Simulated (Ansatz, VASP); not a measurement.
## One calculation of Si3N4, two programs

```
Si N
1.0
    -3.23735    3.23735    3.17260
     3.23735   -3.23735    3.17260
     3.23735    3.23735   -3.17260
Si N
6 8
Cartesian
  2.4215 3.2374 -1.5863
  -1.6187 2.4345 3.1726
  0.8158 3.2374 1.5863
  1.6187 0.8029 3.1726
  3.2374 -1.6187 2.3795
  3.2374 1.6187 0.7932
  1.8129 1.8195 1.7728
  0.2008 -0.1942 2.9861
  1.4245 4.6552 -1.3998
  3.0366 0.1942 -0.1865
  -1.4245 1.4179 4.5724
  0.2008 0.1942 0.1865
  4.6618 -1.4179 1.3998
  -0.2008 3.0432 0.1865
```

Change from the starting cell: z stretched by -2 %, ions relaxed.

Alike in both runs: functional PBE; k mesh 6 × 6 × 6; occupations fermi-dirac, width 0.02 eV; no spin polarisation.

Ansatz relaxed the structure, and its values are those at the end. VASP's run is a single point on that final structure, the one shown.

```csv
,VASP,Ansatz
version,VASP 6.6.1,Ansatz 0.2.0
potentials or method,"VASP PAW PBE potentials, release 64 (Si, N)","plane-wave PAW, scalar-relativistic"
plane-wave cutoff (eV),520,420
valence electrons in the cell,64,64
```

VASP gave:

```
gap on the k mesh at the Fermi level (eV) : 4.10
pressure (GPa)                            : 6.9
rms of the force components (eV/Å)        : 0.005
```

Question: Which values does Ansatz return?

Answer: gap on the k mesh at the Fermi level (eV): 4.11; pressure (GPa): 7.2; rms of the force components (eV/Å): 0.005.

Ansatz's warnings: stress scf threshold loose.
